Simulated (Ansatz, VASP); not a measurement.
## ScAl in VASP and in Ansatz

```xyz
2
Lattice="3.3077 0.0000 0.0000 0.0000 3.3077 0.0000 0.0000 0.0000 3.3077" Properties=species:S:1:pos:R:3 pbc="T T T"
Sc    1.6538    1.6538    1.6538
Al    0.0000    0.0000    0.0000
```

Alike in both runs: functional LDA; k mesh 12 × 12 × 12; occupations gaussian, width 0.1 eV; no spin polarisation.

Ansatz relaxed the structure, and its values are those at the end. VASP's run is a single point on that final structure, the one shown.

|  | VASP | Ansatz |
| --- | --- | --- |
| version | VASP 6.6.1 | Ansatz 0.2.0 |
| potentials or method | VASP PAW LDA potentials, release 64 (Sc_sv, Al), cutoff 520 eV | scalar-relativistic, plane waves, PAW |
| valence electrons in the cell | 14 | 14 |

```tsv
	VASP	Ansatz	Ansatz less VASP
gap on the k mesh at the Fermi level (eV)	none	none	-
pressure (GPa)	0.2	0.0	-0.20
```

LDA's correlation is that of Perdew and Zunger in VASP and of Perdew and Wang (1992) in Ansatz. A gap of «none» marks a metal or a gap that the smearing closes.
